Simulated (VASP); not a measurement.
Ni, 1 atom in the cell. The structure is cubic, space group Fm-3m (No. 225). Conventional cell: a = 3.305 Å, b = 3.305 Å, c = 3.305 Å, α = 90.00°, β = 90.00°, γ = 90.00°. Ni (site symmetry m-3m) has 12 Ni at 2.34 Å within 3.1 Å. 

| Quantity | Value |
| --- | --- |
| Program | VASP 6.6.1 |
| Task | single point |
| Functional | LDA |
| Potentials or basis | VASP PAW LDA potentials, release 64 (Ni) |
| Cutoff | 520 eV |
| k mesh | 21 × 21 × 21 |
| Occupations | fermi-dirac, width 0.05 eV |
| Spin | collinear spin, ferromagnetic start |
| Starting moments | [1.0] μB |
| Dipole correction | no |
| Further INCAR settings | ALGO = Normal; EDIFF = 1e-06; NBANDS = 15 |

Potentials or basis: VASP PAW LDA potentials, release 64 (Ni).

The run is started by

```sh
$ cat potpaw_LDA.64/Ni/POTCAR > POTCAR
$ mpirun -np 1 vasp_std > vasp.out
```

Hardware: 1 thread of Intel Xeon 8259CL (shared host).

**Question.** How long does it take, and how much memory?

**Answer.** Run time: 110 s on 1 thread of Intel Xeon 8259CL (shared host), peak memory 0.17 GiB. Counts: scf iterations 13, k points 286.
